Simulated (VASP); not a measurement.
A run of VASP 6.6.1 is set up as follows.

INCAR

```
ALGO     = Normal         # electronic algorithm
EDIFF    = 1E-7           # SCF threshold, eV
ENCUT    = 520            # plane-wave cutoff, eV
GGA      = PS             # functional
ISIF     = 2              # what is computed and relaxed
ISMEAR   = -1             # smearing method
LASPH    = T              # aspherical terms in the spheres
LCHARG   = F              # write CHGCAR
LREAL    = F              # projectors in reciprocal space
LWAVE    = F              # write WAVECAR
NBANDS   = 46             # bands
NELM     = 100            # most SCF steps
PREC     = Accurate       # precision mode
SIGMA    = 0.1            # smearing width, eV
```

KPOINTS

```
k-points
0
Gamma
  4 4 4
```

The input POSCAR:

```
K
1.0
    8.2941704965      0.0000000000      0.0000000000
    0.0000000000      8.2941704965      0.0000000000
    0.0000000000      0.0000000000      8.2941704965
K
8
Direct
    0.0000000000      0.0000000000      0.0000000000
    0.5000000000      0.5000000000      0.5000000000
    0.2500000000      0.0000000000      0.5000000000
    0.7500000000      0.0000000000      0.5000000000
    0.5000000000      0.2500000000      0.0000000000
    0.5000000000      0.7500000000      0.0000000000
    0.0000000000      0.5000000000      0.2500000000
    0.0000000000      0.5000000000      0.7500000000
```

Potentials or basis: VASP PAW PBE potentials, release 64 (K_sv).

Launch:

```console
$ cat potpaw_PBE.64/K_sv/POTCAR > POTCAR
$ mpirun -np 1 vasp_std > vasp.out
```

(1) Estimate the pressure.

(2) Estimate the band gap on the k mesh.

Answers

(1) 0.0 GPa.

(2) zero (bands 36 and 37 overlap by 0.92 eV).

Caveat: the PAW data sets were made with another functional, which shifts forces and pressure a little.
